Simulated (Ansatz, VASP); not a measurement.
MgO: VASP beside Ansatz

```
Mg O
1.0
     1.46886    2.54414    2.67979
    -1.46886   -2.54414    2.67979
     4.40659   -2.54414    0.00000
Mg O
4 4
Direct
  0.53538 0.46462 0.97642
  0.25000 0.75000 0.50000
  0.75000 0.25000 0.50000
  0.00000 0.00000 0.00000
  0.75000 0.75000 0.33333
  0.50000 0.00000 0.83333
  0.00000 0.50000 0.83333
  0.25000 0.25000 0.33333
```

Alike in both runs: task single point; functional PBE; k mesh 6 × 6 × 6; occupations gaussian, width 0.05 eV; no spin polarisation.

|  | VASP | Ansatz |
| --- | --- | --- |
| version | VASP 6.6.1 | Ansatz 0.2.0 |
| potentials or method | VASP PAW PBE potentials, release 64 (Mg, O), cutoff 520 eV | scalar-relativistic, plane waves, PAW |
| valence electrons in the cell | 32 | 64 |

Ansatz gave:

- gap on the k mesh at the Fermi level (eV): 2.79
- least direct gap on the mesh (eV): 2.92
- pressure (GPa): 1.3
- traceless stress, the component that is largest in VASP (GPa): 0.87
- rms of the force components (eV/Å): 0.543

Question: Estimate VASP's values.

Answer: gap on the k mesh at the Fermi level (eV): 2.77; least direct gap on the mesh (eV): 2.90; pressure (GPa): 0.7; traceless stress, the component that is largest in VASP (GPa): 0.94; rms of the force components (eV/Å): 0.549.

Atom by atom the forces differ by 0.006 eV/Å (rms over components). VASP's potentials hold 32 valence electrons a cell and Ansatz's 64, so a difference there can come from the potentials and not from the codes.
